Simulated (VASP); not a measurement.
Here is a VASP 6.6.1 calculation.

The input INCAR:

```
PREC = Accurate
ENCUT = 520
EDIFF = 1E-6
ISMEAR = 0
SIGMA = 0.15
LREAL = False
LASPH = True
NELM = 100
ALGO = Fast
ISIF = 2
LWAVE = False
LCHARG = False
GGA = PE
NBANDS = 16
```

File KPOINTS:

```
regular mesh
0
Gamma
  16 16 16
```

File POSCAR:

```
GaSb
1.0
   -2.8579500000      2.8579500000      1.5020500000
    2.8579500000     -2.8579500000      1.5020500000
    2.8579500000      2.8579500000     -1.5020500000
Ga Sb
1 1
Direct
    0.2500000000      0.7500000000      0.5000000000
    0.0000000000      0.0000000000      0.0000000000
```

Potentials or basis: VASP PAW PBE potentials, release 64 (Ga_d, Sb).

Command:

```console
$ cat potpaw_PBE.64/Ga_d/POTCAR potpaw_PBE.64/Sb/POTCAR > POTCAR
$ mpirun -np 1 vasp_std > vasp.out
```

Question: Estimate the band gap on the k mesh.

Answer: Zero (bands 9 and 10 overlap by 4.15 eV).

Question: Estimate the pressure.

Answer: -0.5 GPa.

Stress tensor (GPa, compression positive):
```
-2.10  0.00  0.00
 0.00 -2.10  0.00
 0.00  0.00  2.60
```

Caveat: spin-orbit coupling is left out, which moves the levels of the heavy elements.
